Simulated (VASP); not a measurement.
# Zn (P6/mmm) in VASP: notebook

Zn is run at these levels: PBE; tasks: relaxation of shape and atoms at fixed volume, relaxation of cell and atoms.

Program: VASP 6.6.1. These are calculated values, not measurements. Logs are shortened: lines on timing, memory, paths and dates and some standing lists are left out, and cuts for length are marked.

### 1 The cell of the first run

It takes space group P6/mmm (No. 191, hexagonal). The conventional cell has a = 2.368 Å, b = 2.368 Å, c = 2.829 Å, α = 90.00°, β = 90.00°, γ = 120.00°. Within 3.1 Å of Zn (site symmetry 6/mmm) lie 8 Zn at 2.37 to 2.83 Å.

This isn't the form of Zn at room conditions, which is hcp.

### 2 Relaxation of shape and atoms at fixed volume, PBE

File INCAR:

```
PREC = Accurate
ENCUT = 600
EDIFF = 1E-6
ISMEAR = -1
SIGMA = 0.1
LREAL = F
LASPH = T
NELM = 80
ALGO = Normal
ISIF = 4
LWAVE = F
LCHARG = F
GGA = PE
IBRION = 2
NSW = 50
EDIFFG = -0.005
```

File KPOINTS:

```
regular mesh
0
Gamma
  16 16 15
```

File POSCAR:

```
Zn
1.0
    2.3679413466      0.0000000000      0.0000000000
   -1.1839706733      2.0506973608      0.0000000000
    0.0000000000      0.0000000000      2.8292176790
Zn
1
Direct
    0.0000000000      0.0000000000      0.0000000000
```

Potentials or basis: VASP PAW PBE potentials, release 64 (Zn).

Command:

```console
$ cat potpaw_PBE.64/Zn/POTCAR > POTCAR
$ mpirun -np 1 vasp_std > vasp.out
```

OUTCAR:

```text
PREC = Accurate
   ENCUT = 600
   EDIFF = 1E-6
   ISMEAR = -1
   LREAL = F
   LASPH = T
   NELM = 80
   ISIF = 4
   GGA = PE
   IBRION = 2
   NSW = 50
   EDIFFG = -0.005

 ion  position               nearest neighbor table
   1  0.000  0.000  0.000-

  LATTYP: Found a hexagonal cell.
 ALAT       =     2.3679413466
 C/A-ratio  =     1.1948005735

  Lattice vectors:

 A1 = (   2.3679413466,   0.0000000000,   0.0000000000)
 A2 = (  -1.1839706733,   2.0506973608,   0.0000000000)
 A3 = (   0.0000000000,   0.0000000000,   2.8292176790)

Analysis of symmetry for initial positions (statically):
=====================================================================
 Subroutine PRICEL returns:
 Original cell was already a primitive cell.

 Routine SETGRP: Setting up the symmetry group for a
 hexagonal supercell.

 Subroutine GETGRP returns: Found 24 space group operations
 (whereof 24 operations were pure point group operations)
 out of a pool of 24 trial point group operations.

The static configuration has the point symmetry D_6h.

Analysis of symmetry for dynamics (positions and initial velocities):
=====================================================================
 Subroutine PRICEL returns:
 Original cell was already a primitive cell.

 Routine SETGRP: Setting up the symmetry group for a
 hexagonal supercell.

 Subroutine GETGRP returns: Found 24 space group operations
 (whereof 24 operations were pure point group operations)
 out of a pool of 24 trial point group operations.

The dynamic configuration has the point symmetry D_6h.

 Subroutine INISYM returns: Found 24 space group operations
 (whereof 24 operations are pure point group operations),
 and found     1 'primitive' translations

----------------------------------------------------------------------------------------

                                     Primitive cell

  volume of cell :      13.7385

  direct lattice vectors                    reciprocal lattice vectors
     2.367941347  0.000000000  0.000000000     0.422307758  0.243819497  0.000000000
    -1.183970673  2.050697361  0.000000000     0.000000000  0.487638995  0.000000000
     0.000000000  0.000000000  2.829217679     0.000000000  0.000000000  0.353454599

  length of vectors
     2.367941347  2.367941347  2.829217679     0.487638995  0.487638995  0.353454599

  position of ions in fractional coordinates (direct lattice)
     0.000000000  0.000000000  0.000000000

[... 93 lines left out ...]
   IMIX   =      4    mixing-type and parameters
     AMIX     =   0.40;   BMIX     =  1.00
     AMIX_MAG =   1.60;   BMIX_MAG =  1.00
  volume/ion in A,a.u.               =      13.74        92.71
  Fermi-wavevector in a.u.,A,eV,Ry     =   1.564909  2.957248 33.319833  2.448939
  Thomas-Fermi vector in A             =   2.667463
   LORBIT       =      0    0 simple, 1 ext, 2 COOP (PROOUT), +10 PAW based schemes
   GGA     = PE    functional components
   LHFCALC =     F    Hartree Fock is set to
   AEXX    =    0.0000 exact exchange contribution
   IVDW    =     0    specifies the selected vdW correction
   LEPSILON=     F    determine dielectric tensor
   LRPA    =     F    only Hartree local field effects (RPA)
 conjugate gradient relaxation of ions
 non-spin polarized calculation
  energy-cutoff  :      600.00
  volume of cell :       13.74
 maximum number of plane-waves:       473
 NGX is ok and might be reduce to    20
   NGX =  9   NGY =  9   NGZ = 11

--------------------------------------- Ionic step        1  -------------------------------------------

 number of electron      12.0000000 magnetization

 Free energy of the ion-electron system (eV)
  ---------------------------------------------------
  ext. energy  EPLUGINS =         0.00000000
  ---------------------------------------------------
  free energy    TOTEN  =        -0.72972410 eV

  energy without entropy =       -0.72129404  energy(sigma->0) =       -0.72550907

------------------------ aborting loop because EDIFF is reached ----------------------------------------

  FORCE on cell =-STRESS in cart. coord.  units (eV):
  Direction    XX          YY          ZZ          XY          YZ          ZX
  --------------------------------------------------------------------------------------
  -------------------------------------------------------------------------------------
  Total        3.2088812      3.2088812      0.9136436      0.0000000      0.0000000      0.0000000
  in kB      374.2185769    374.2185769    106.5487849      0.0000000      0.0000000      0.0000000
  external PRESSURE =     284.9953129 kB  Pullay stress =       0.0000000 kB
[... 127 lines left out ...]
--------------------------------------- Ionic step        5  -------------------------------------------

 number of electron      11.9999987 magnetization

 Free energy of the ion-electron system (eV)
  ---------------------------------------------------
  ext. energy  EPLUGINS =         0.00000000
  ---------------------------------------------------
  free energy    TOTEN  =        -0.81884939 eV

  energy without entropy =       -0.80891608  energy(sigma->0) =       -0.81388274

 E-fermi :   3.8832     XC(G=0): -12.0399

 val. band max:        3.8621308928   @ k =   0.1875   0.1875   0.4667
 cond. band min:       3.8980134420   @ k =   0.4375   0.0000   0.4667
 fundamental gap:      0.0358825492
 Fermi energy:         3.8831774575

 k-point     1 :       0.0000    0.0000    0.0000
  band No.  band energies     occupation
      1      -7.4225      2.00000
      2      -5.0538      2.00000
      3      -4.2594      2.00000
      4      -4.2594      2.00000
      5      -3.4102      2.00000
      6      -3.4102      2.00000
      7      14.6745      0.00000
      8      18.9729      0.00000
      9      24.7241      0.00000
     10      25.1201      0.00000
[... 287 lines left out ...]
 k-point    24 :       0.2500    0.1875    0.0000
  band No.  band energies     occupation
      1      -4.7740      2.00000
      2      -4.6125      2.00000
      3      -4.1918      2.00000
      4      -3.9445      2.00000
      5      -3.6166      2.00000
      6      -1.5145      2.00000
      7       8.9665      0.00000
      8      10.9729      0.00000
      9      20.3019      0.00000
     10      22.4624      0.00000

 [... further k-points ...]

------------------------ aborting loop because EDIFF is reached ----------------------------------------

  FORCE on cell =-STRESS in cart. coord.  units (eV):
  Direction    XX          YY          ZZ          XY          YZ          ZX
  --------------------------------------------------------------------------------------
  -------------------------------------------------------------------------------------
  Total        1.7493614      1.7493614      1.7558078      0.0000000      0.0000000      0.0000000
  in kB      204.0098966    204.0098966    204.7616766      0.0000000      0.0000000      0.0000000
  external PRESSURE =     204.2604900 kB  Pullay stress =       0.0000000 kB
[... 16 lines left out ...]
  FREE ENERGIE OF THE ION-ELECTRON SYSTEM (eV)
  ---------------------------------------------------
  free  energy   TOTEN  =        -0.8188493945 eV

  energy  without entropy=       -0.8089160823  energy(sigma->0) =       -0.81388274

 reached required accuracy - stopping structural energy minimisation
```

OSZICAR:

```text
N       E                     dE             d eps       ncg     rms          rms(c)
DAV:   1     0.381383610007E+02    0.38138E+02   -0.76926E+03  4864   0.218E+03
DAV:   2    -0.101785928090E+00   -0.38240E+02   -0.36767E+02  4854   0.219E+02
DAV:   3    -0.891022011004E+00   -0.78924E+00   -0.78815E+00  5502   0.336E+01
DAV:   4    -0.893058263174E+00   -0.20363E-02   -0.20361E-02  5202   0.168E+00
[... 34 lines left out ...]
DAV:   1    -0.819915523102E+00   -0.11061E-02   -0.20458E-02  5502   0.162E+00    0.190E-01
DAV:   2    -0.819176615961E+00    0.73891E-03   -0.39113E-04  5060   0.305E-01    0.111E-01
DAV:   3    -0.818848671980E+00    0.32794E-03   -0.49823E-04  5094   0.331E-01    0.165E-02
DAV:   4    -0.818849283424E+00   -0.61144E-06   -0.17005E-05  5036   0.444E-02    0.582E-03
DAV:   5    -0.818849394491E+00   -0.11107E-06   -0.95978E-08  2798   0.959E-03
   5 F= -.81884939E+00 E0= -.81388274E+00  d E =-.891253E-01
```

CONTCAR:

```text
Zn
   1.00000000000000
     2.4808008808144346    0.0000000000000000    0.0000000000000000
    -1.2404004404072173    2.1484365844773246   -0.0000000000000000
     0.0000000000000000    0.0000000000000000    2.5776528641783223
  Zn
     1
Direct
     0.0000000000000000    0.0000000000000000    1.0000000000000000

  0.00000000E+00  0.00000000E+00  0.00000000E+00
```

It took 2.6 min on 1 thread of Intel Xeon 8259CL, shared host; peak memory 0.16 GiB.

What came out:

```
Free energy               : -0.8188 eV
Energy gained by relaxing : 89.1 meV/atom
Ionic steps               : 5
Pressure after relaxing   : 20.4 GPa
Band gap on the k mesh    : zero (bands 6 and 7 overlap by 7.21 eV)
```

The path:
```
step  energy change (eV)  largest force (eV/Å)  pressure (GPa)  volume (Å³)
   1              0.0000                0.0000           28.50        13.74
   2             -0.0861                0.0000           21.08        13.74
   3             -0.0857                0.0000           20.12        13.74
   4             -0.0891                0.0000           20.52        13.74
   5             -0.0891                0.0000           20.43        13.74
```

Final structure:
```cif
data_structure
_symmetry_space_group_name_H-M 'P 1'
_symmetry_Int_Tables_number 1
_cell_length_a 2.4808
_cell_length_b 2.4808
_cell_length_c 2.5777
_cell_angle_alpha 90.000
_cell_angle_beta 90.000
_cell_angle_gamma 120.000
_cell_volume 13.74
loop_
_atom_site_label
_atom_site_type_symbol
_atom_site_fract_x
_atom_site_fract_y
_atom_site_fract_z
_atom_site_occupancy
Zn1 Zn 0.00000 0.00000 0.00000 1
```

Levels at points of the mesh, in eV from the Fermi level:
| k point | band 3 | band 4 | band 5 | band 6 | band 7 | band 8 | band 9 | band 10 |
| --- | --- | --- | --- | --- | --- | --- | --- | --- |
| (0.00, 0.00, 0.00) | -8.14 | -8.14 | -7.29 | -7.29 | 10.79 | 15.09 | 20.84 | 21.24 |
| (0.50, 0.00, 0.00) | -7.98 | -7.43 | -7.04 | -3.24 | -0.74 | 12.59 | 16.77 | 18.82 |

### 3 Relaxation of shape and atoms at fixed volume, PBE

This run uses another cell than the first one, of 15.50 Å³/atom.

File INCAR:

```
SYSTEM = Zn
ALGO = Normal
EDIFF = 1E-6
EDIFFG = -0.005
ENCUT = 600
GGA = PE
IBRION = 2
ISIF = 4
ISMEAR = -1
LASPH = .True.
LCHARG = .False.
LREAL = .False.
LWAVE = .False.
NELM = 80
NSW = 50
PREC = Accurate
SIGMA = 0.1
```

File KPOINTS:

```
k-points
0
Gamma
  16 16 15
  0 0 0
```

File POSCAR:

```
Zn
1.0
    2.4650948286      0.0000000000      0.0000000000
   -1.2325474143      2.1348347443      0.0000000000
    0.0000000000      0.0000000000      2.9452967151
Zn
1
Direct
    0.0000000000      0.0000000000      0.0000000000
```

Potentials or basis: VASP PAW PBE potentials, release 64 (Zn).

Command:

```console
$ cat potpaw_PBE.64/Zn/POTCAR > POTCAR
$ mpirun -np 1 vasp_std > vasp.out
```

OUTCAR:

```text
SYSTEM = Zn
   EDIFF = 1E-6
   EDIFFG = -0.005
   ENCUT = 600
   GGA = PE
   IBRION = 2
   ISIF = 4
   ISMEAR = -1
   LASPH = .True.
   LREAL = .False.
   NELM = 80
   NSW = 50
   PREC = Accurate

 ion  position               nearest neighbor table
   1  0.000  0.000  0.000-

  LATTYP: Found a hexagonal cell.
 ALAT       =     2.4650948286
 C/A-ratio  =     1.1948005736

  Lattice vectors:

 A1 = (   2.4650948286,   0.0000000000,   0.0000000000)
 A2 = (  -1.2325474143,   2.1348347443,   0.0000000000)
 A3 = (   0.0000000000,   0.0000000000,   2.9452967151)

Analysis of symmetry for initial positions (statically):
=====================================================================
 Subroutine PRICEL returns:
 Original cell was already a primitive cell.

 Routine SETGRP: Setting up the symmetry group for a
 hexagonal supercell.

 Subroutine GETGRP returns: Found 24 space group operations
 (whereof 24 operations were pure point group operations)
 out of a pool of 24 trial point group operations.

The static configuration has the point symmetry D_6h.

Analysis of symmetry for dynamics (positions and initial velocities):
=====================================================================
 Subroutine PRICEL returns:
 Original cell was already a primitive cell.

 Routine SETGRP: Setting up the symmetry group for a
 hexagonal supercell.

 Subroutine GETGRP returns: Found 24 space group operations
 (whereof 24 operations were pure point group operations)
 out of a pool of 24 trial point group operations.

The dynamic configuration has the point symmetry D_6h.

 Subroutine INISYM returns: Found 24 space group operations
 (whereof 24 operations are pure point group operations),
 and found     1 'primitive' translations

----------------------------------------------------------------------------------------

[... 127 lines left out ...]
   NGX =  9   NGY =  9   NGZ = 11

--------------------------------------- Ionic step        1  -------------------------------------------

 number of electron      11.9999985 magnetization

 Free energy of the ion-electron system (eV)
  ---------------------------------------------------
  ext. energy  EPLUGINS =         0.00000000
  ---------------------------------------------------
  free energy    TOTEN  =        -0.93719919 eV

  energy without entropy =       -0.92934364  energy(sigma->0) =       -0.93327141

------------------------ aborting loop because EDIFF is reached ----------------------------------------

  FORCE on cell =-STRESS in cart. coord.  units (eV):
  Direction    XX          YY          ZZ          XY          YZ          ZX
  --------------------------------------------------------------------------------------
  -------------------------------------------------------------------------------------
  Total        1.3794120      1.3794120      0.4250350     -0.0000000      0.0000000      0.0000000
  in kB      142.5862447    142.5862447     43.9347655     -0.0000000      0.0000000      0.0000000
  external PRESSURE =     109.7024183 kB  Pullay stress =       0.0000000 kB
[... 162 lines left out ...]
--------------------------------------- Ionic step        6  -------------------------------------------

 number of electron      12.0000009 magnetization

 Free energy of the ion-electron system (eV)
  ---------------------------------------------------
  ext. energy  EPLUGINS =         0.00000000
  ---------------------------------------------------
  free energy    TOTEN  =        -0.96102654 eV

  energy without entropy =       -0.94952987  energy(sigma->0) =       -0.95527821

 E-fermi :   2.9533     XC(G=0): -11.3832

 val. band max:        2.9425333519   @ k =   0.2500   0.0000   0.4000
 cond. band min:       3.0096973712   @ k =   0.0625   0.0625   0.3333
 fundamental gap:      0.0671640193
 Fermi energy:         2.9533132768

 k-point     1 :       0.0000    0.0000    0.0000
  band No.  band energies     occupation
      1      -7.3899      2.00000
      2      -5.4281      2.00000
      3      -4.8446      2.00000
      4      -4.8446      2.00000
      5      -4.1511      2.00000
      6      -4.1511      2.00000
      7      11.8968      0.00000
      8      16.0056      0.00000
      9      22.8804      0.00000
     10      22.8804      0.00000
[... 287 lines left out ...]
 k-point    24 :       0.2500    0.1875    0.0000
  band No.  band energies     occupation
      1      -5.2586      2.00000
      2      -5.0180      2.00000
      3      -4.6728      2.00000
      4      -4.6384      2.00000
      5      -4.3381      2.00000
      6      -2.0086      2.00000
      7       7.9856      0.00000
      8       9.9350      0.00000
      9      17.1161      0.00000
     10      19.5072      0.00000

 [... further k-points ...]

------------------------ aborting loop because EDIFF is reached ----------------------------------------

  FORCE on cell =-STRESS in cart. coord.  units (eV):
  Direction    XX          YY          ZZ          XY          YZ          ZX
  --------------------------------------------------------------------------------------
  -------------------------------------------------------------------------------------
  Total        0.6760493      0.6760493      0.6720842      0.0000000     -0.0000000      0.0000000
  in kB       69.8814670     69.8814670     69.4716081      0.0000000     -0.0000000      0.0000000
  external PRESSURE =      69.7448473 kB  Pullay stress =       0.0000000 kB
[... 16 lines left out ...]
  FREE ENERGIE OF THE ION-ELECTRON SYSTEM (eV)
  ---------------------------------------------------
  free  energy   TOTEN  =        -0.9610265394 eV

  energy  without entropy=       -0.9495298714  energy(sigma->0) =       -0.95527821

 reached required accuracy - stopping structural energy minimisation
```

CONTCAR:

```text
Zn
   1.00000000000000
     2.5488809781847190    0.0000000000000000    0.0000000000000000
    -1.2744404890923595    2.2073956783239748    0.0000000000000000
     0.0000000000000000    0.0000000000000000    2.7548452107848682
  Zn
     1
Direct
     1.0000000000000000    0.0000000000000000    0.0000000000000000

  0.00000000E+00  0.00000000E+00  0.00000000E+00
```

It took 2.7 min on 1 thread of Intel Xeon 8259CL, shared host; peak memory 0.17 GiB.

What came out:

```yaml
Free_energy: -0.9610 eV
Energy_gained_by_relaxing: 23.8 meV/atom
Ionic_steps: 6
Pressure_after_relaxing: 7.0 GPa
Band_gap_on_the_k_mesh: zero (bands 6 and 7 overlap by 6.83 eV)
```

Step by step:
```csv
step,energy change (eV),largest force (eV/Å),pressure (GPa),volume (Å³)
1,0.0000,0.0000,10.97,15.50
2,-0.0187,0.0000,8.54,15.50
3,-0.0226,0.0000,7.70,15.50
4,-0.0232,0.0000,6.64,15.50
5,-0.0238,0.0000,7.05,15.50
6,-0.0238,0.0000,6.97,15.50
```

Final structure:
```
CELL_PARAMETERS angstrom
2.54888 0.00000 0.00000
-1.27444 2.20740 0.00000
0.00000 0.00000 2.75485
ATOMIC_POSITIONS crystal
Zn 0.00000 0.00000 0.00000
```

Levels at points of the mesh, in eV from the Fermi level:
```
           k point  band 4  band 5  band 6  band 7  band 8  band 9
(0.00, 0.00, 0.00)   -7.80   -7.10   -7.10    8.94   13.05   19.93
(0.50, 0.00, 0.00)   -7.23   -6.84   -2.61   -0.67   12.26   16.08
```

(Part 1 of 2 ends here.)
